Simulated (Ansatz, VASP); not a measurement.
**One calculation of Co, two programs**

```
Co
1.0
     0.00000    1.84070    1.84070
     1.84070    0.00000    1.84070
     1.84070    1.84070    0.00000
Co
1
Direct
  0.00000 0.00000 0.00000
```

Alike in both runs: task single point; functional revPBE; k mesh 17 × 17 × 17; occupations fermi-dirac, width 0.05 eV; collinear spin.

|  | VASP | Ansatz |
| --- | --- | --- |
| version | VASP 6.6.1 | Ansatz 0.2.0 |
| potentials or method | VASP PAW PBE potentials, release 64 (Co), cutoff 520 eV | plane waves (420 eV) with PAW, scalar-relativistic |
| valence electrons in the cell | 9 | 17 |

```tsv
	VASP	Ansatz	Ansatz less VASP
pressure (GPa)	-17.1	-16.9	+0.12
net moment per atom (μB)	1.74	1.76	+0.020
size of the moment on the site where the two differ most (μB)	1.78	1.84	+0.060
```

VASP's potentials were made for PBE, not for revPBE. Site moments also hang on the region over which each program counts them. VASP's potentials hold 9 valence electrons a cell and Ansatz's 17, so a difference there can come from the potentials and not from the codes.
